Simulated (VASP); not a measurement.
**Mg3NbO2: single point with PBE**

Mg3NbO2:

```
CELL_PARAMETERS angstrom
4.74127 0.00000 0.00000
-2.37064 4.10606 0.00000
0.00000 0.00000 4.21293
ATOMIC_POSITIONS crystal
Mg 0.51977 0.48023 0.50000
Mg 0.51977 0.03954 0.50000
Mg 0.96046 0.48023 0.50000
Nb 0.33333 0.66667 0.00000
O 0.33333 0.66667 0.50000
O 0.00000 0.00000 0.00000
```

```
Program             : VASP 6.6.1
Task                : single point
Functional          : PBE
Potentials or basis : VASP PAW PBE potentials, release 64 (Mg, Nb_sv, O)
Cutoff              : 520 eV
k mesh              : 6 × 6 × 4
Occupations         : gaussian, width 0.1 eV
Spin                : no spin polarisation
```

```
Pressure      : 69.0 GPa
Largest force : 6.295 eV/Å
```

Forces in eV/Å, atoms in the order of the input:
```
Mg   5.451 -3.147  0.000
Mg   0.000  6.295  0.000
Mg  -5.451 -3.147  0.000
Nb   0.000  0.000  0.000
O    0.000  0.000  0.000
O    0.000  0.000  0.000
```

Stress tensor (GPa, compression positive):
```
89.22  0.00  0.00
 0.00 89.22  0.00
 0.00  0.00 28.71
```

Levels at points of the mesh, in eV from the Fermi level:
```
           k point  band 12  band 13  band 14  band 15  band 16  band 17  band 18  band 19  band 20  band 21
(0.00, 0.00, 0.00)    -3.90    -2.86    -1.12    -1.12     0.59     0.59     1.34     2.29     2.60     3.41
(0.50, 0.00, 0.00)    -3.25    -2.63    -1.26    -0.94    -0.88     0.06     0.51     2.05     2.98     3.08
(0.00, 0.00, 0.50)    -3.74    -2.41    -1.63     0.42     0.42     0.86     0.86     2.40     2.40     3.74
(0.50, 0.00, 0.50)    -3.38    -2.92    -1.10     0.08     0.32     0.83     1.11     1.59     1.78     3.52
```

It took 33 s on 1 thread of Intel(R) Xeon(R) Platinum 8559C (Emerald Rapids) (shared host), peak memory 0.2 GiB.

Caveat: the k points lie up to 0.37 Å⁻¹ apart; an odd number of electrons without spin polarisation forces a metal; a magnetic or distorted state may lie lower.
